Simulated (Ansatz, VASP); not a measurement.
## One calculation of CdSe, two programs

```
CELL_PARAMETERS angstrom
4.29900 0.00000 0.00000
-2.14950 3.72304 0.00000
0.00000 0.00000 7.15020
ATOMIC_POSITIONS crystal
Cd 0.33333 0.66667 0.00268
Cd 0.66667 0.33333 0.50268
Se 0.33333 0.66667 0.37411
Se 0.66667 0.33333 0.87411
```

Change from the starting cell: z stretched by +2 %, ions relaxed.

Alike in both runs: functional PBE; k mesh 12 × 12 × 6; occupations fermi-dirac, width 0.02 eV; no spin polarisation.

Ansatz relaxed the structure, and its values are those at the end. VASP's run is a single point on that final structure, the one shown.

|  | VASP | Ansatz |
| --- | --- | --- |
| version | VASP 6.6.1 | Ansatz 0.2.0 |
| potentials or method | VASP PAW PBE potentials, release 64 (Cd, Se) | plane-wave PAW, scalar-relativistic |
| plane-wave cutoff (eV) | 520 | 420 |
| valence electrons in the cell | 36 | 72 |

|  | VASP | Ansatz | Ansatz less VASP |
| --- | --- | --- | --- |
| pressure (GPa) | 2.2 | 1.9 | -0.29 |

VASP's potentials hold 36 valence electrons a cell and Ansatz's 72, so a difference there can come from the potentials and not from the codes. Ansatz's warnings: stress scf threshold loose.
